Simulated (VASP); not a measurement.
# AlN (Fm-3m) in VASP: a series of runs

AlN is run at these levels: PBE+D3(BJ), PBE+D4, PBE; tasks: relaxation of cell and atoms, single point.

All numbers are computed with VASP 6.6.1; they aren't measurements. Logs are shortened: lines on timing, memory, paths and dates and some standing lists are left out, and cuts for length are marked.

### 1 The cell of the first run

The structure is cubic, space group Fm-3m (No. 225). Conventional cell: a = 4.069 Å, b = 4.069 Å, c = 4.069 Å, α = 90.00°, β = 90.00°, γ = 90.00°. Within 2.7 Å of Al (site symmetry m-3m) lie 6 N at 2.03 Å. N (site symmetry m-3m) has 6 Al at 2.03 Å within 2.7 Å.

### 2 Relaxation of cell and atoms, PBE+D3(BJ)

Contents of INCAR:

```
SYSTEM = AlN
PREC = Accurate ; ENCUT = 600
EDIFF = 1E-7 ; ISMEAR = -1
SIGMA = 0.05 ; LREAL = .FALSE.
LASPH = .TRUE. ; NELM = 80
ALGO = Normal ; ISIF = 3
LWAVE = .FALSE. ; LCHARG = .FALSE.
GGA = PE ; IVDW = 12
IBRION = 2 ; NSW = 60
EDIFFG = -0.01
```

Contents of KPOINTS:

```
Automatic mesh
0
G
  11 11 11
  0 0 0
```

Contents of POSCAR:

```
AlN
1.0
    0.0000000000      2.0345180000      2.0345180000
    2.0345180000      0.0000000000      2.0345180000
    2.0345180000      2.0345180000      0.0000000000
Al N
1 1
Direct
    0.5000000000      0.5000000000      0.5000000000
    0.0000000000      0.0000000000      0.0000000000
```

Potentials or basis: VASP PAW PBE potentials, release 64 (Al, N).

Command:

```bash
$ cat potpaw_PBE.64/Al/POTCAR potpaw_PBE.64/N/POTCAR > POTCAR
$ mpirun -np 1 vasp_std > vasp.out
```

OUTCAR:

```text
SYSTEM = AlN
   PREC = Accurate
   ENCUT = 600
   EDIFF = 1E-7
   ISMEAR = -1
   LREAL = .FALSE.
   LASPH = .TRUE.
   NELM = 80
   ISIF = 3
   GGA = PE
   IVDW = 12
   IBRION = 2
   NSW = 60
   EDIFFG = -0.01
 IVDW          = 12

 ion  position               nearest neighbor table
   1  0.500  0.500  0.500-   2 2.03   2 2.03   2 2.03   2 2.03   2 2.03   2 2.03
   2  0.000  0.000  0.000-   1 2.03   1 2.03   1 2.03   1 2.03   1 2.03   1 2.03

  LATTYP: Found a face centered cubic cell.
 ALAT       =     4.0690360000

  Lattice vectors:

 A1 = (   0.0000000000,   2.0345180000,   2.0345180000)
 A2 = (   2.0345180000,   0.0000000000,   2.0345180000)
 A3 = (   2.0345180000,   2.0345180000,   0.0000000000)

Analysis of symmetry for initial positions (statically):
=====================================================================
 Subroutine PRICEL returns:
 Original cell was already a primitive cell.

 Routine SETGRP: Setting up the symmetry group for a
 face centered cubic supercell.

 Subroutine GETGRP returns: Found 48 space group operations
 (whereof 48 operations were pure point group operations)
 out of a pool of 48 trial point group operations.

The static configuration has the point symmetry O_h .

Analysis of symmetry for dynamics (positions and initial velocities):
=====================================================================
 Subroutine PRICEL returns:
 Original cell was already a primitive cell.

 Routine SETGRP: Setting up the symmetry group for a
 face centered cubic supercell.

 Subroutine GETGRP returns: Found 48 space group operations
 (whereof 48 operations were pure point group operations)
 out of a pool of 48 trial point group operations.

The dynamic configuration has the point symmetry O_h .

 Subroutine INISYM returns: Found 48 space group operations
 (whereof 48 operations are pure point group operations),
 and found     1 'primitive' translations

----------------------------------------------------------------------------------------

                                     Primitive cell

  volume of cell :      16.8428

  direct lattice vectors                    reciprocal lattice vectors
     0.000000000  2.034518000  2.034518000    -0.245758455  0.245758455  0.245758455
     2.034518000  0.000000000  2.034518000     0.245758455 -0.245758455  0.245758455
     2.034518000  2.034518000  0.000000000     0.245758455  0.245758455 -0.245758455

  length of vectors
     2.877242948  2.877242948  2.877242948     0.425666130  0.425666130  0.425666130

  position of ions in fractional coordinates (direct lattice)
     0.500000000  0.500000000  0.500000000
     0.000000000  0.000000000  0.000000000

[... 68 lines left out ...]
   ISTART =      0    job   : 0-new  1-cont  2-samecut
   ICHARG =      2    charge: 1-file 2-atom 10-const
   ISPIN  =      1    spin polarized calculation?
   LNONCOLLINEAR =      F non collinear calculations
   LSORBIT =      F    spin-orbit coupling
   LASPH  =      T    aspherical Exc in radial PAW
   ENCUT  =  600.0 eV  44.10 Ry    6.64 a.u.   5.75  5.75  5.75*2*pi/ulx,y,z
   NELM   =     80;   NELMIN=  2; NELMDL= -5     # of ELM steps
   EDIFF  = 0.1E-06   stopping-criterion for ELM
   LREAL  =      F    real-space projection
   EDIFFG = -.1E-01   stopping-criterion for IOM
   NSW    =     60    number of steps for IOM
   IBRION =      2    ionic relax: 0-MD 1-quasi-New 2-CG
   NFREE  =      1    steps in history (QN), initial steepest desc. (CG)
   ISIF   =      3    stress and relaxation
   ISYM   =      2    0-nonsym 1-usesym 2-fastsym
   POTIM  = 0.5000    time-step for ionic-motion
   TEBEG  =    0.0;   TEEND  =   0.0 temperature during run
   PSTRESS=    0.0 pullay stress
   NELECT =       8.0000    total number of electrons
   NUPDOWN=      -1.0000    fix difference up-down
   EMIN   =  10.00;   EMAX   =-10.00  energy-range for DOS
   EFERMI =   0.00;   METHOD = LEGACY
   ISMEAR =    -1;   SIGMA  =   0.05  broadening in eV -4-tet -1-fermi 0-gaus
   EFERMI_NEDOS =   21; number of points for ismear=-14 and -15
   IALGO  =     38    algorithm
   IMIX   =      4    mixing-type and parameters
     AMIX     =   0.40;   BMIX     =  1.00
     AMIX_MAG =   1.60;   BMIX_MAG =  1.00
  volume/ion in A,a.u.               =       8.42        56.83
  Fermi-wavevector in a.u.,A,eV,Ry     =   1.277321  2.413786 22.198561  1.631548
  Thomas-Fermi vector in A             =   2.409927
   LORBIT       =      0    0 simple, 1 ext, 2 COOP (PROOUT), +10 PAW based schemes
   GGA     = PE    functional components
   LHFCALC =     F    Hartree Fock is set to
   AEXX    =    0.0000 exact exchange contribution
   IVDW    =    12    specifies the selected vdW correction
   LEPSILON=     F    determine dielectric tensor
   LRPA    =     F    only Hartree local field effects (RPA)
 conjugate gradient relaxation of ions
 non-spin polarized calculation
  energy-cutoff  :      600.00
  volume of cell :       16.84
 maximum number of plane-waves:       572
   NGX = 11   NGY = 11   NGZ = 11

--------------------------------------- Ionic step        1  -------------------------------------------

 number of electron       7.9999999 magnetization

 Free energy of the ion-electron system (eV)
  ---------------------------------------------------
  ext. energy  EPLUGINS =         0.00000000
  ---------------------------------------------------
  free energy    TOTEN  =       -14.54768004 eV

  energy without entropy =      -14.54768004  energy(sigma->0) =      -14.54768004

------------------------ aborting loop because EDIFF is reached ----------------------------------------

 Edisp (eV)   -0.66615

 E8    (eV) :    -0.2596
[... 71 lines left out ...]
--------------------------------------- Ionic step        3  -------------------------------------------

 number of electron       7.9999999 magnetization

 Free energy of the ion-electron system (eV)
  ---------------------------------------------------
  ext. energy  EPLUGINS =         0.00000000
  ---------------------------------------------------
  free energy    TOTEN  =       -14.53853663 eV

  energy without entropy =      -14.53853663  energy(sigma->0) =      -14.53853663

 E-fermi :  11.0365     XC(G=0): -12.3210

 val. band max:       10.0620069832   @ k =   0.0000   0.0000   0.0000
 cond. band min:      14.8721746909   @ k =   0.4545   0.4545   0.0000
 fundamental gap:      4.8101677078
 Fermi energy:        11.0364774320

 k-point     1 :       0.0000    0.0000    0.0000
  band No.  band energies     occupation
      1      -7.5605      2.00000
      2      10.0620      2.00000
      3      10.0620      2.00000
      4      10.0620      2.00000
      5      15.8513      0.00000
      6      22.2538      0.00000
      7      22.2538      0.00000
      8      22.2538      0.00000
[... 243 lines left out ...]
 k-point    24 :      -0.1818    0.1818    0.0000
  band No.  band energies     occupation
      1      -5.8518      2.00000
      2       5.5562      2.00000
      3       7.5408      2.00000
      4       9.5061      2.00000
      5      18.6158      0.00000
      6      20.0056      0.00000
      7      21.3667      0.00000
      8      22.8277      0.00000

 [... further k-points ...]

------------------------ aborting loop because EDIFF is reached ----------------------------------------

 Edisp (eV)   -0.68483

 E8    (eV) :    -0.2670
[... 25 lines left out ...]
  FREE ENERGIE OF THE ION-ELECTRON SYSTEM (eV)
  ---------------------------------------------------
  free  energy   TOTEN  =       -15.2233708861 eV

  energy  without entropy=      -15.2233708860  energy(sigma->0) =      -15.22337089

 reached required accuracy - stopping structural energy minimisation
```

Wall time 27 s (1 thread of Intel Xeon 8259CL, shared host); peak memory 0.15 GiB.

What came out:

* Free energy: -15.2234 eV
* Relaxed volume: 8.20 Å³/atom
* Relaxed cell: a = 2.852 Å, b = 2.852 Å, c = 2.852 Å, α = 60.00°, β = 60.00°, γ = 60.00°
* Space group after relaxing (to 0.05 Å): Fm-3m (No. 225)
* Energy gained by relaxing: 4.8 meV/atom
* Ionic steps: 3
* Pressure after relaxing: 0.0 GPa
* Band gap on the k mesh: 4.81 eV, indirect (least direct gap 5.79 eV)
* Dispersion energy per atom: -0.342 eV

Step by step:
| step | energy change (eV) | largest force (eV/Å) | pressure (GPa) | volume (Å³) |
| --- | --- | --- | --- | --- |
| 1 | 0.0000 | 0.0000 | -6.72 | 16.84 |
| 2 | -0.0010 | 0.0000 | 6.93 | 16.00 |
| 3 | -0.0095 | 0.0000 | -0.02 | 16.40 |

Final structure:
```xyz
2
Lattice="0.0000 2.0165 2.0165 2.0165 0.0000 2.0165 2.0165 2.0165 0.0000" Properties=species:S:1:pos:R:3 pbc="T T T"
Al    2.0165    2.0165    2.0165
N     0.0000    0.0000    0.0000
```

A k mesh can miss the band edges. Expect the measured gap to be larger: semilocal functionals such as PBE lack the derivative discontinuity.

(Continued in part 2 of 3.)
